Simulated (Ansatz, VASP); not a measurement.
## CoRu3 in VASP and in Ansatz

```
CELL_PARAMETERS angstrom
2.69449 0.00000 0.00000
-1.34724 2.33350 0.00000
0.00000 0.00000 8.39962
ATOMIC_POSITIONS crystal
Co 0.33333 0.66667 0.50000
Ru 0.33333 0.66667 0.00000
Ru 0.66667 0.33333 0.25430
Ru 0.66667 0.33333 0.74570
```

Alike in both runs: functional PBE; k mesh 6 × 6 × 2; occupations gaussian, width 0.1 eV; collinear spin.

Ansatz relaxed the structure, and its values are those at the end. VASP's run is a single point on that final structure, the one shown.

|  | VASP | Ansatz |
| --- | --- | --- |
| version | VASP 6.6.1 | Ansatz 0.2.0 |
| potentials or method | VASP PAW PBE potentials, release 64 (Co, Ru_pv), cutoff 520 eV | scalar-relativistic, plane waves, PAW |
| valence electrons in the cell | 51 | 65 |

|  | VASP | Ansatz | Ansatz less VASP |
| --- | --- | --- | --- |
| gap on the k mesh at the Fermi level (eV) | none | none | - |
| pressure (GPa) | -0.2 | 0.0 | +0.21 |
| rms of the force components (eV/Å) | 0.000 | 0.005 | +0.0053 |
| net moment per atom (μB) | 0.41 | 0.41 | +0.003 |
| size of the moment on the site where the two differ most (μB) | 1.57 | 1.61 | +0.041 |

Site moments also hang on the region over which each program counts them. A gap of «none» marks a metal or a gap that the smearing closes. The functional is the same, so the differences come from potentials, cutoffs and numerics. VASP's potentials hold 51 valence electrons a cell and Ansatz's 65, so a difference there can come from the potentials and not from the codes.

The k mesh is coarse, so the values compare programs but aren't converged.
